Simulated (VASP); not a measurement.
Set up this calculation in VASP 6.6.1, as the native input.

```yaml
Task: single point
Functional: LDA
Potentials_or_basis: VASP PAW LDA potentials, release 64 (Sc_sv)
Cutoff: 520 eV
k_mesh: 9 × 9 × 5
Occupations: fermi-dirac, width 0.05 eV
Spin: no spin polarisation
Dipole_correction: no
Further_INCAR_settings: ALGO = Normal; EDIFF = 1e-07; NBANDS = 18
```

The structure of Sc lies in POSCAR:

```
Sc
1.0
    3.2414504337      0.0000000000      0.0000000000
   -1.6207252169      2.8071784207      0.0000000000
    0.0000000000      0.0000000000      5.1656514271
Sc
2
Direct
    0.6666666667      0.3333333333      0.7500000000
    0.3333333333      0.6666666667      0.2500000000
```

These files were run (other wordings do the same):

INCAR

```
SYSTEM = Sc
PREC = Accurate
ENCUT = 520
EDIFF = 1E-7
ISMEAR = -1
SIGMA = 0.05
LREAL = .False.
LASPH = .True.
NELM = 100
ALGO = Normal
ISIF = 2
LWAVE = .False.
LCHARG = .False.
GGA = CA
NBANDS = 18
```

KPOINTS

```
Automatic mesh
0
Gamma
  9 9 5
  0 0 0
```

Potentials or basis: VASP PAW LDA potentials, release 64 (Sc_sv).

Command:

```console
$ cat potpaw_LDA.64/Sc_sv/POTCAR > POTCAR
$ mpirun -np 1 vasp_std > vasp.out
```

It gave:

```yaml
Pressure: -2.3 GPa
Band_gap_on_the_k_mesh: zero (band 11 reaches 4.43 eV, above the bottom of band 12 at 3.19 eV)
```

Run time: 20 s on 1 thread of Intel(R) Xeon(R) Platinum 8259CL CPU @ 2.50GHz (Skylake/Cascade Lake), with other jobs on the host, peak memory 0.15 GiB.
